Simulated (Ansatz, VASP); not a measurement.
# Two plane-wave programs on MgO

File INCAR:

```
PREC = Accurate
ENCUT = 520
EDIFF = 1E-7
ISMEAR = 0
SIGMA = 0.05
LREAL = F
LASPH = T
NELM = 80
ALGO = Normal
ISIF = 2
LWAVE = F
LCHARG = F
GGA = PE
NBANDS = 16
```

Contents of KPOINTS:

```
regular mesh
0
Gamma
  9 9 6
```

The input POSCAR:

```
MgO
1.0
    3.3924438902      0.0000000000      0.0000000000
   -1.6962219451      2.9379425898      0.0000000000
    0.0000000000      0.0000000000      4.8912256008
Mg O
2 2
Direct
    0.3333333333      0.6666666667      0.0258441501
    0.6666666667      0.3333333333      0.5258441501
    0.3333333333      0.6666666667      0.3982811987
    0.6666666667      0.3333333333      0.8982811987
```

Input for Ansatz:

```yaml
crystal:
  lattice:
    - [3.3924438902, 0.0, 0.0]
    - [-1.6962219451, 2.9379425898, 0.0]
    - [0.0, 0.0, 4.8912256008]
  atoms:
    - { symbol: Mg, position: [0.3333333333, 0.6666666667, 0.0258441501] }
    - { symbol: Mg, position: [0.6666666667, 0.3333333333, 0.5258441501] }
    - { symbol: O, position: [0.3333333333, 0.6666666667, 0.3982811987] }
    - { symbol: O, position: [0.6666666667, 0.3333333333, 0.8982811987] }
basis:
  ecutwfc: 520.0
kpoints:
  mp_grid: { grid: [9, 9, 6] }
hamiltonian:
  xc: pbe
  pseudopotentials: { kind: paw, azcp: { folder: soft_1 } }
scf:
  occupations: { method: gaussian, width: 0.05 }
output:
  forces: true
  stress: true
  eigenvalues: true
```

Alike in both runs: task single point; functional PBE; k mesh 9 × 9 × 6; occupations gaussian, width 0.05 eV; no spin polarisation.

|  | VASP | Ansatz |
| --- | --- | --- |
| version | VASP 6.6.1 | Ansatz 0.2.0 |
| potentials or method | VASP PAW PBE potentials, release 64 (Mg, O), cutoff 520 eV | scalar-relativistic, plane waves, PAW |
| valence electrons in the cell | 16 | 32 |

Ansatz gave:

```
gap on the k mesh at the Fermi level (eV)                     : 3.42
least direct gap on the mesh (eV)                             : 3.42
pressure (GPa)                                                : 3.4
traceless stress, the component that is largest in VASP (GPa) : 19.30
rms of the force components (eV/Å)                            : 1.200
```

**Question.** Estimate VASP's values.

**Answer.** gap on the k mesh at the Fermi level (eV): 3.40; least direct gap on the mesh (eV): 3.40; pressure (GPa): 3.1; traceless stress, the component that is largest in VASP (GPa): 19.63; rms of the force components (eV/Å): 1.218.

Atom by atom the forces differ by 0.018 eV/Å (rms over components). With one functional, cell and mesh, what is left measures potentials, basis and numerics. VASP's potentials hold 16 valence electrons a cell and Ansatz's 32, so a difference there can come from the potentials and not from the codes.
